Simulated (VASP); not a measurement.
# Mo (Im-3m) in VASP: notebook

Runs on Mo. Level: PBEsol. Tasks: single point.

All numbers are computed with VASP 6.6.1; they aren't measurements. Logs are shortened: lines on timing, memory, paths and dates and some standing lists are left out, and cuts for length are marked.

## 1. The cell of the first run

Symmetry: Im-3m, No. 229, cubic system. The conventional cell has a = 3.015 Å, b = 3.015 Å, c = 3.015 Å, α = 90.00°, β = 90.00°, γ = 90.00°. Within 3.4 Å of Mo (site symmetry m-3m) lie 14 Mo at 2.61 to 3.01 Å.

## 2. Single point, PBEsol

The input, INCAR:

```
SYSTEM = Mo
PREC = Accurate
ENCUT = 520
EDIFF = 1E-6
ISMEAR = 0
SIGMA = 0.1
LREAL = .FALSE.
LASPH = .TRUE.
NELM = 60
ALGO = Fast
ISIF = 2
LWAVE = .FALSE.
LCHARG = .FALSE.
GGA = PS
NBANDS = 13
```

The input, KPOINTS:

```
Automatic mesh
0
G
  18 18 18
  0 0 0
```

The input, POSCAR:

```
Mo
1.0
   -1.5073381319      1.5073381319      1.5073381319
    1.5073381319     -1.5073381319      1.5073381319
    1.5073381319      1.5073381319     -1.5073381319
Mo
1
Direct
    0.0000000000      0.0000000000      0.0000000000
```

Potentials or basis: VASP PAW PBE potentials, release 64 (Mo_sv).

Launch:

```
cat potpaw_PBE.64/Mo_sv/POTCAR > POTCAR
mpirun -np 1 vasp_std > vasp.out
```

OUTCAR:

```text
SYSTEM = Mo
   PREC = Accurate
   ENCUT = 520
   EDIFF = 1E-6
   ISMEAR = 0
   LREAL = .FALSE.
   LASPH = .TRUE.
   NELM = 60
   ISIF = 2
   GGA = PS

 ion  position               nearest neighbor table
   1  0.000  0.000  0.000-

  LATTYP: Found a body centered cubic cell.
 ALAT       =     3.0146762638

  Lattice vectors:

 A1 = (  -1.5073381319,   1.5073381319,   1.5073381319)
 A2 = (   1.5073381319,  -1.5073381319,   1.5073381319)
 A3 = (   1.5073381319,   1.5073381319,  -1.5073381319)

Analysis of symmetry for initial positions (statically):
=====================================================================
 Subroutine PRICEL returns:
 Original cell was already a primitive cell.

 Routine SETGRP: Setting up the symmetry group for a
 body centered cubic supercell.

 Subroutine GETGRP returns: Found 48 space group operations
[... 9 lines left out ...]

 Routine SETGRP: Setting up the symmetry group for a
 body centered cubic supercell.

 Subroutine GETGRP returns: Found 48 space group operations
[... 11 lines left out ...]
                                     Primitive cell

  volume of cell :      13.6991

  direct lattice vectors                    reciprocal lattice vectors
    -1.507338132  1.507338132  1.507338132     0.000000000  0.331710576  0.331710576
     1.507338132 -1.507338132  1.507338132     0.331710576  0.000000000  0.331710576
     1.507338132  1.507338132 -1.507338132     0.331710576  0.331710576  0.000000000

  length of vectors
     2.610786229  2.610786229  2.610786229     0.469109595  0.469109595  0.469109595

  position of ions in fractional coordinates (direct lattice)
     0.000000000  0.000000000  0.000000000

  ion indices of the primitive-cell ions
   primitive index   ion index
                 1           1

----------------------------------------------------------------------------------------

 KPOINTS: Automatic mesh

Automatic generation of k-mesh.
 Grid dimensions read from file:
 generate k-points for:   18   18   18

 Generating k-lattice:

  Cartesian coordinates                     Fractional coordinates (reciprocal lattice)
     0.000000000  0.018428365  0.018428365     0.055555556  0.000000000  0.000000000
     0.018428365  0.000000000  0.018428365     0.000000000  0.055555556  0.000000000
     0.018428365  0.018428365  0.000000000     0.000000000  0.000000000  0.055555556

  Length of vectors
     0.026061644  0.026061644  0.026061644

  Shift w.r.t. Gamma in fractional coordinates (k-lattice)
     0.000000000  0.000000000  0.000000000

 Subroutine IBZKPT returns following result:
 ===========================================

 Found    195 irreducible k-points:

 Following reciprocal coordinates:
            Coordinates               Weight
  0.000000  0.000000  0.000000      1.000000
  0.055556  0.000000  0.000000     12.000000
  0.111111  0.000000  0.000000     12.000000
  0.166667  0.000000  0.000000     12.000000
  0.222222  0.000000  0.000000     12.000000
  0.277778  0.000000  0.000000     12.000000
[... 16 lines left out ...]
  0.333333  0.111111  0.000000     48.000000
  0.388889  0.111111  0.000000     48.000000
 [... further k-points ...]
   k-points           NKPTS =    195   k-points in BZ     NKDIM =    195   number of bands    NBANDS=     13
   number of dos      NEDOS =    301   number of ions     NIONS =      1
   total plane-waves  NPLWV =   8000
   dimension x,y,z NGX =    20 NGY =   20 NGZ =   20
   dimension x,y,z NGXF=    40 NGYF=   40 NGZF=   40
   ions per type =               1
   NGX,Y,Z   is equivalent  to a cutoff of  12.74, 12.74, 12.74 a.u.
   NGXF,Y,Z  is equivalent  to a cutoff of  25.47, 25.47, 25.47 a.u.
 SYSTEM =  Mo
   PREC   = accura    normal or accurate (medium, high low for compatibility)
   ISTART =      0    job   : 0-new  1-cont  2-samecut
   ICHARG =      2    charge: 1-file 2-atom 10-const
   ISPIN  =      1    spin polarized calculation?
   LNONCOLLINEAR =      F non collinear calculations
   LSORBIT =      F    spin-orbit coupling
   LASPH  =      T    aspherical Exc in radial PAW
   ENCUT  =  520.0 eV  38.22 Ry    6.18 a.u.   4.85  4.85  4.85*2*pi/ulx,y,z
   NELM   =     60;   NELMIN=  2; NELMDL= -5     # of ELM steps
   EDIFF  = 0.1E-05   stopping-criterion for ELM
   LREAL  =      F    real-space projection
[... 7 lines left out ...]
   TEBEG  =    0.0;   TEEND  =   0.0 temperature during run
   PSTRESS=    0.0 pullay stress
   NELECT =      14.0000    total number of electrons
   NUPDOWN=      -1.0000    fix difference up-down
   EMIN   =  10.00;   EMAX   =-10.00  energy-range for DOS
   EFERMI =   0.00;   METHOD = LEGACY
   ISMEAR =     0;   SIGMA  =   0.10  broadening in eV -4-tet -1-fermi 0-gaus
   EFERMI_NEDOS =   21; number of points for ismear=-14 and -15
   IALGO  =     68    algorithm
   IMIX   =      4    mixing-type and parameters
     AMIX     =   0.40;   BMIX     =  1.00
     AMIX_MAG =   1.60;   BMIX_MAG =  1.00
  volume/ion in A,a.u.               =      13.70        92.45
  Fermi-wavevector in a.u.,A,eV,Ry     =   1.648998  3.116155 36.996891  2.719195
  Thomas-Fermi vector in A             =   2.738192
   LORBIT       =      0    0 simple, 1 ext, 2 COOP (PROOUT), +10 PAW based schemes
   GGA     = PS    functional components
   LHFCALC =     F    Hartree Fock is set to
   AEXX    =    0.0000 exact exchange contribution
   IVDW    =     0    specifies the selected vdW correction
   LEPSILON=     F    determine dielectric tensor
   LRPA    =     F    only Hartree local field effects (RPA)
 non-spin polarized calculation
 RMM-DIIS sequential band-by-band and
 Gauss-broadening in eV      SIGMA  =   0.10
  energy-cutoff  :      520.00
  volume of cell :       13.70
 maximum number of plane-waves:       382
   NGX =  9   NGY =  9   NGZ =  9

 number of electron      14.0000004 magnetization

 Free energy of the ion-electron system (eV)
  ---------------------------------------------------
  ext. energy  EPLUGINS =         0.00000000
  ---------------------------------------------------
  free energy    TOTEN  =       -11.58593786 eV

  energy without entropy =      -11.58375184  energy(sigma->0) =      -11.58484485

 E-fermi :  14.7475     XC(G=0): -14.2900

 val. band max:       14.7096684537   @ k =  -0.3889   0.4444   0.2778
 cond. band min:      14.7789791888   @ k =  -0.3333   0.3889   0.2778
 fundamental gap:      0.0693107351
 Fermi energy:        14.7474541887

 k-point     1 :       0.0000    0.0000    0.0000
  band No.  band energies     occupation
      1     -46.5616      2.00000
      2     -19.4657      2.00000
      3     -19.4657      2.00000
      4     -19.4657      2.00000
      5       7.0450      2.00000
      6      13.0496      2.00000
      7      13.0496      2.00000
      8      13.0496      2.00000
      9      16.5881      0.00000
     10      16.5881      0.00000
     11      29.6682      0.00000
     12      29.6682      0.00000
     13      29.6682      0.00000

 k-point     2 :       0.0556    0.0000    0.0000
  band No.  band energies     occupation
      1     -46.5485      2.00000
      2     -19.5356      2.00000
      3     -19.4867      2.00000
      4     -19.4665      2.00000
      5       7.2057      2.00000
      6      12.9534      2.00000
      7      13.0338      2.00000
      8      13.2035      2.00000
      9      16.4356      0.00000
     10      16.5882      0.00000
     11      29.8018      0.00000
     12      29.9395      0.00000
     13      30.0431      0.00000

 k-point     3 :       0.1111    0.0000    0.0000
  band No.  band energies     occupation
      1     -46.5108      2.00000
      2     -19.7342      2.00000
      3     -19.5465      2.00000
      4     -19.4687      2.00000
      5       7.6575      2.00000
      6      12.6877      2.00000
      7      12.9663      2.00000
      8      13.6589      2.00000
      9      16.1105      0.00000
     10      16.5966      0.00000
     11      30.1382      0.00000
     12      30.7286      0.00000
     13      31.0020      0.00000

 k-point     4 :       0.1667    0.0000    0.0000
  band No.  band energies     occupation
      1     -46.4524      2.00000
      2     -20.0315      2.00000
      3     -19.6371      2.00000
      4     -19.4721      2.00000
      5       8.2956      2.00000
      6      12.3091      2.00000
      7      12.8408      2.00000
      8      14.3964      2.00000
      9      15.8765      0.00000
     10      16.6323      0.00000
     11      30.4514      0.00000
     12      31.9731      0.00000
     13      32.0854      0.00000

 k-point     5 :       0.2222    0.0000    0.0000
  band No.  band energies     occupation
      1     -46.3799      2.00000
      2     -20.3857      2.00000
      3     -19.7464      2.00000
      4     -19.4764      2.00000
      5       8.8945      2.00000
      6      11.8836      2.00000
      7      12.8271      2.00000
      8      15.3822      0.00000
      9      15.8859      0.00000
     10      16.7149      0.00000
     11      30.3499      0.00000
     12      32.5900      0.00000
     13      33.5953      0.00000
[... 257 lines left out ...]
 k-point    22 :       0.2778    0.1111    0.0000
  band No.  band energies     occupation
      1     -46.2078      2.00000
      2     -21.0799      2.00000
      3     -20.0171      2.00000
      4     -19.5736      2.00000
      5       9.4673      2.00000
      6      11.1977      2.00000
      7      13.3453      2.00000
      8      16.0400      0.00000
      9      17.4118      0.00000
     10      18.8141      0.00000
     11      29.1471      0.00000
     12      30.9958      0.00000
     13      35.9645      0.00000

 k-point    23 :       0.3333    0.1111    0.0000
  band No.  band energies     occupation
      1     -46.1501      2.00000
      2     -21.3061      2.00000
      3     -20.1220      2.00000
      4     -19.5798      2.00000
      5       9.2111      2.00000
      6      10.9573      2.00000
      7      14.2380      2.00000
      8      16.4000      0.00000
      9      17.6429      0.00000
     10      20.1523      0.00000
     11      28.3049      0.00000
     12      29.7406      0.00000
     13      34.5880      0.00000

 k-point    24 :       0.3889    0.1111    0.0000
  band No.  band energies     occupation
      1     -46.1121      2.00000
      2     -21.4516      2.00000
      3     -20.1902      2.00000
      4     -19.5837      2.00000
      5       9.0074      2.00000
      6      10.8100      2.00000
      7      14.9452      0.00517
      8      16.5501      0.00000
      9      17.9837      0.00000
     10      21.1938      0.00000
     11      27.7640      0.00000
     12      28.6480      0.00000
     13      33.5328      0.00000

 [... further k-points ...]

------------------------ aborting loop because EDIFF is reached ----------------------------------------

  FORCE on cell =-STRESS in cart. coord.  units (eV):
  Direction    XX          YY          ZZ          XY          YZ          ZX
  --------------------------------------------------------------------------------------
  -------------------------------------------------------------------------------------
  Total        3.5024746      3.5024746      3.5024746      0.0000000     -0.0000000      0.0000000
  in kB      409.6316762    409.6316762    409.6316762      0.0000000     -0.0000000      0.0000000
  external PRESSURE =     409.6316762 kB  Pullay stress =       0.0000000 kB

 VOLUME and BASIS-vectors are now :
 -----------------------------------------------------------------------------
  energy-cutoff  :      520.00
  volume of cell :       13.70
      direct lattice vectors                 reciprocal lattice vectors
    -1.507338132  1.507338132  1.507338132     0.000000000  0.331710576  0.331710576
     1.507338132 -1.507338132  1.507338132     0.331710576  0.000000000  0.331710576
     1.507338132  1.507338132 -1.507338132     0.331710576  0.331710576  0.000000000

 POSITION                                       TOTAL-FORCE (eV/Angst)
 -----------------------------------------------------------------------------------
      0.00000      0.00000      0.00000        -0.000000      0.000000      0.000000
 -----------------------------------------------------------------------------------
    total drift:                                0.000000     -0.000000      0.000000

  FREE ENERGIE OF THE ION-ELECTRON SYSTEM (eV)
  ---------------------------------------------------
  free  energy   TOTEN  =       -11.5859378595 eV

  energy  without entropy=      -11.5837518407  energy(sigma->0) =      -11.58484485
```

Wall time 11 s (1 thread of Intel Xeon 6975P-C (Granite Rapids), shared host); peak memory 0.14 GiB.

Results:

```yaml
Free_energy: -11.5859 eV
Pressure: 41.0 GPa
Band_gap_on_the_k_mesh: zero (band 7 reaches 19.52 eV, above the bottom of band 8 at 13.05 eV)
```

Caveat: the PAW data sets were made with another functional, which shifts forces and pressure a little.

## 3. Single point, PBEsol

This run uses another cell than the first one, of 14.40 Å³/atom, 1.051 times its volume.

The input, INCAR:

```
SYSTEM = Mo
ALGO = Normal
EDIFF = 1E-6
ENCUT = 520
GGA = PS
ISIF = 2
ISMEAR = 0
LASPH = .True.
LCHARG = .False.
LREAL = .False.
LWAVE = .False.
NBANDS = 13
NELM = 60
PREC = Accurate
SIGMA = 0.1
```

The input, KPOINTS:

```
k-points
0
Gamma
  18 18 18
  0 0 0
```

The input, POSCAR:

```
Mo
1.0
   -1.5325722838      1.5325722838      1.5325722838
    1.5325722838     -1.5325722838      1.5325722838
    1.5325722838      1.5325722838     -1.5325722838
Mo
1
Direct
    0.0000000000      0.0000000000      0.0000000000
```

Potentials or basis: VASP PAW PBE potentials, release 64 (Mo_sv).

Launch:

```
cat potpaw_PBE.64/Mo_sv/POTCAR > POTCAR
mpirun -np 1 vasp_std > vasp.out
```

It took 9.8 s on 1 thread of Intel Xeon 6975P-C (Granite Rapids), shared host; peak memory 0.15 GiB.

The run converged. Its results:

| Property | Result |
| --- | --- |
| Free energy | -11.7193 eV |
| Pressure | 20.7 GPa |
| Band gap on the k mesh | zero (band 7 reaches 18.33 eV, above the bottom of band 8 at 12.29 eV) |

Levels at points of the mesh, in eV from the Fermi level:
| k point | band 3 | band 4 | band 5 | band 6 | band 7 | band 8 | band 9 | band 10 | band 11 | band 12 |
| --- | --- | --- | --- | --- | --- | --- | --- | --- | --- | --- |
| (0.00, 0.00, 0.00) | -34.33 | -34.33 | -7.57 | -1.57 | -1.57 | -1.57 | 1.76 | 1.76 | 14.88 | 14.88 |
| (0.50, 0.00, 0.00) | -34.90 | -34.35 | -5.90 | -3.86 | 1.85 | 1.93 | 2.55 | 5.35 | 12.05 | 12.94 |
| (0.50, 0.50, 0.50) | -35.57 | -35.57 | -6.17 | -6.17 | 4.47 | 4.47 | 4.47 | 9.66 | 9.66 | 9.66 |

Caveat: the PAW data sets were made with another functional, which shifts forces and pressure a little.

## 4. Single point, PBEsol

This run uses another cell than the first one, of 14.82 Å³/atom, 1.082 times its volume.

The input, INCAR:

```
SYSTEM = Mo
PREC     = Accurate       ! precision mode
ENCUT    = 520            ! plane-wave cutoff, eV
EDIFF    = 1E-6           ! SCF threshold, eV
ISMEAR   = 0              ! smearing method
SIGMA    = 0.1            ! smearing width, eV
LREAL    = .False.        ! projectors in reciprocal space
LASPH    = .True.         ! aspherical terms in the spheres
NELM     = 80             ! most SCF steps
ALGO     = Normal         ! electronic algorithm
ISIF     = 2              ! what is computed and relaxed
LWAVE    = .False.        ! write WAVECAR
LCHARG   = .False.        ! write CHGCAR
GGA      = PS             ! functional
NBANDS   = 13             ! bands
```

The input, KPOINTS:

```
regular mesh
0
Gamma
  18 18 18
  0 0 0
```

The input, POSCAR:

```
Mo
1.0
   -1.5474969590      1.5474969590      1.5474969590
    1.5474969590     -1.5474969590      1.5474969590
    1.5474969590      1.5474969590     -1.5474969590
Mo
1
Direct
    0.0000000000      0.0000000000      0.0000000000
```

Launch:

```
cat potpaw_PBE.64/Mo_sv/POTCAR > POTCAR
mpirun -np 1 vasp_std > vasp.out
```

Wall time 9.9 s (1 thread of Intel Xeon 6975P-C (Granite Rapids), shared host); peak memory 0.15 GiB.

The run converged. Its results:

```
Free energy            : -11.7608 eV
Pressure               : 10.6 GPa
Band gap on the k mesh : zero (band 7 reaches 17.66 eV, above the bottom of band 8 at 11.86 eV)
```

Levels at points of the mesh, in eV from the Fermi level:
```csv
k point,band 5,band 6,band 7,band 8,band 9,band 10
"(0.00, 0.00, 0.00)",-7.48,-1.50,-1.50,-1.50,1.72,1.72
"(0.50, 0.00, 0.00)",-5.71,-3.70,1.78,1.80,2.46,5.14
"(0.50, 0.50, 0.50)",-5.92,-5.92,4.29,4.29,4.29,9.42
```

Caveat: the PAW data sets were made with another functional, which shifts forces and pressure a little.

## 5. Summary

| cell | gap on the mesh (eV) | pressure (GPa) |
| --- | --- | --- |
| a = 2.611 Å, angles 109.5°, 1 atom | none | 41.0 |
| a = 2.654 Å, angles 109.5°, 1 atom | none | 20.7 |
| a = 2.680 Å, angles 109.5°, 1 atom | none | 10.6 |

Alike in all rows: task single point; level PBEsol; potentials or basis VASP PAW PBE potentials, release 64 (Mo_sv); no spin polarisation; k mesh 18 × 18 × 18; cutoff (eV) 520; smearing gaussian 0.1 eV.

Caveats: the PAW data sets were made with another functional, which shifts forces and pressure a little.

Absolute energies hang on the potentials; compare differences alone.
